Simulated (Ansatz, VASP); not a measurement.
Two plane-wave programs on GaSb

```
Ga Sb
1.0
     4.13101    0.00000    0.00000
     0.00000    4.13101    0.00000
     0.00000    0.00000    2.94533
Ga Sb
1 1
Direct
  0.50000 0.50000 0.50000
  0.00000 0.00000 0.50000
```

Alike in both runs: functional PBE; k mesh 5 × 5 × 6; occupations gaussian, width 0.2 eV; no spin polarisation.

Ansatz relaxed the structure, and its values are those at the end. VASP's run is a single point on that final structure, the one shown.

|  | VASP | Ansatz |
| --- | --- | --- |
| version | VASP 6.6.1 | Ansatz 0.2.0 |
| potentials or method | VASP PAW PBE potentials, release 64 (Ga_d, Sb), cutoff 500 eV | scalar-relativistic, plane waves, PAW |
| valence electrons in the cell | 18 | 28 |

```tsv
	VASP	Ansatz	Ansatz less VASP
gap on the k mesh at the Fermi level (eV)	none	none	-
pressure (GPa)	0.0	0.0	-0.03
```

A gap of «none» marks a metal or a gap that the smearing closes. VASP's potentials hold 18 valence electrons a cell and Ansatz's 28, so a difference there can come from the potentials and not from the codes.

Neither program's run includes spin-orbit coupling.
